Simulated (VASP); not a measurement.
# Li4BH (P-3m1) in VASP: a series of runs, part 2 of 2

VASP 6.6.1.

## Step 3: Single point, PBE

Contents of INCAR:

```
  PREC = Accurate
  ENCUT = 520
  EDIFF = 1E-6
  ISMEAR = 0
  SIGMA = 0.1
  LREAL = F
  LASPH = T
  NELM = 100
  ALGO = Normal
  ISIF = 2
  LWAVE = F
  LCHARG = T
  GGA = PE
  LELF = T
  LVHAR = T
  NBANDS = 17
```

Contents of KPOINTS:

```
regular mesh
0
Gamma
  6 6 2
```

Contents of POSCAR:

```
Li4BH
1.0
    3.2407113000      0.0000000000      0.0000000000
   -1.6203556500      2.8065383100      0.0000000000
    0.0000000000      0.0000000000      9.8126645700
Li B H
4 1 1
Direct
    0.3333333300      0.6666666700      0.8596523400
    0.6666666700      0.3333333300      0.1403476600
    0.3333333300      0.6666666700      0.3683278600
    0.6666666700      0.3333333300      0.6316721400
    0.0000000000      0.0000000000      0.0000000000
    0.0000000000      0.0000000000      0.5000000000
```

Potentials or basis: VASP PAW PBE potentials, release 64 (Li_sv, B, H).

On the command line:

```
> cat potpaw_PBE.64/Li_sv/POTCAR potpaw_PBE.64/B/POTCAR potpaw_PBE.64/H/POTCAR > POTCAR
> mpirun -np 1 vasp_std > vasp.out
```

OUTCAR:

```text
PREC = Accurate
   ENCUT = 520
   EDIFF = 1E-6
   ISMEAR = 0
   LREAL = F
   LASPH = T
   NELM = 100
   ISIF = 2
   GGA = PE

 ion  position               nearest neighbor table
   1  0.333  0.667  0.860-   5 2.32   5 2.32   5 2.32
   2  0.667  0.333  0.140-   5 2.32   5 2.32   5 2.32
   3  0.333  0.667  0.368-
   4  0.667  0.333  0.632-
   5  0.000  0.000  0.000-   1 2.32   2 2.32   1 2.32   2 2.32   2 2.32   1 2.32
   6  0.000  0.000  0.500-

  LATTYP: Found a hexagonal cell.
 ALAT       =     3.2407113000
 C/A-ratio  =     3.0279354320

  Lattice vectors:

 A1 = (   3.2407113000,   0.0000000000,   0.0000000000)
 A2 = (  -1.6203556500,   2.8065383100,   0.0000000000)
 A3 = (   0.0000000000,   0.0000000000,   9.8126645700)

Analysis of symmetry for initial positions (statically):
=====================================================================
 Subroutine PRICEL returns:
 Original cell was already a primitive cell.

 Routine SETGRP: Setting up the symmetry group for a
 hexagonal supercell.

 Subroutine GETGRP returns: Found 12 space group operations
[... 166 lines left out ...]
 fundamental gap:      0.1698576541
 Fermi energy:         1.0818118075

 k-point     1 :       0.0000    0.0000    0.0000
  band No.  band energies     occupation
      1     -46.2256      2.00000
      2     -46.2201      2.00000
      3     -44.3423      2.00000
      4     -44.3382      2.00000
      5      -6.1139      2.00000
      6      -4.8361      2.00000
[... 257 lines left out ...]
      4     -44.3326      2.00000
      5      -3.1893      2.00000
      6      -2.2644      2.00000
[... 9 lines left out ...]
     16       6.4057      0.00000
     17       6.7076      0.00000

------------------------ aborting loop because EDIFF is reached ----------------------------------------

  FORCE on cell =-STRESS in cart. coord.  units (eV):
  Direction    XX          YY          ZZ          XY          YZ          ZX
  --------------------------------------------------------------------------------------
  -------------------------------------------------------------------------------------
  Total       -2.7876026     -2.7876026     -0.7625222     -0.0000000      0.0000000      0.0000000
  in kB      -50.0429812    -50.0429811    -13.6887822     -0.0000000      0.0000000      0.0000000
  external PRESSURE =     -37.9249148 kB  Pullay stress =       0.0000000 kB

 VOLUME and BASIS-vectors are now :
 -----------------------------------------------------------------------------
  energy-cutoff  :      520.00
  volume of cell :       89.25
      direct lattice vectors                 reciprocal lattice vectors
     3.240711300  0.000000000  0.000000000     0.308574232  0.178155416  0.000000000
    -1.620355650  2.806538310  0.000000000     0.000000000  0.356310832  0.000000000
     0.000000000  0.000000000  9.812664570     0.000000000  0.000000000  0.101909119

 POSITION                                       TOTAL-FORCE (eV/Angst)
 -----------------------------------------------------------------------------------
     -0.00000      1.87103      8.43548        -0.000000     -0.000000      0.442642
      1.62036      0.93551      1.37718         0.000000      0.000000     -0.442642
     -0.00000      1.87103      3.61428         0.000000     -0.000000      0.430054
      1.62036      0.93551      6.19839        -0.000000      0.000000     -0.430054
      0.00000      0.00000      0.00000         0.000000      0.000000      0.000000
      0.00000      0.00000      4.90633         0.000000      0.000000      0.000000
 -----------------------------------------------------------------------------------
    total drift:                                0.000000      0.000000      0.000000

  FREE ENERGIE OF THE ION-ELECTRON SYSTEM (eV)
  ---------------------------------------------------
  free  energy   TOTEN  =       -15.5850486684 eV

  energy  without entropy=      -15.5825450920  energy(sigma->0) =      -15.58379688
```

Wall time 11 s (1 thread of Intel Xeon 6975P-C (Granite Rapids), shared host); peak memory 0.19 GiB.

Results:

```
Free energy            : -15.5850 eV
Largest force          : 0.443 eV/Å
Band gap on the k mesh : zero (bands 8 and 9 overlap by 0.53 eV)
```

Forces in eV/Å, atoms in the order of the input:
```
Li   0.000  0.000  0.443
Li   0.000  0.000 -0.443
Li   0.000  0.000  0.430
Li   0.000  0.000 -0.430
B    0.000  0.000  0.000
H    0.000  0.000  0.000
```

Levels at points of the mesh, in eV from the Fermi level:
| k point | band 6 | band 7 | band 8 | band 9 | band 10 | band 11 |
| --- | --- | --- | --- | --- | --- | --- |
| (0.00, 0.00, 0.00) | -5.92 | -2.79 | -0.93 | 0.34 | 3.81 | 3.81 |
| (0.50, 0.00, 0.00) | -3.77 | -2.19 | -0.40 | 0.46 | 1.96 | 2.19 |
| (0.00, 0.00, 0.50) | -5.94 | -2.35 | -1.86 | 1.25 | 3.81 | 3.81 |
| (0.50, 0.00, 0.50) | -3.80 | -2.19 | -0.10 | 0.16 | 2.10 | 2.19 |

Caveat: the k points lie up to 0.37 Å⁻¹ apart, too coarse for converged energies and pressures of a metal; the cutoff is under 1.25 times the usual one of these potentials, so pressure, stress and relaxed cells hold a basis-set (Pulay) error.
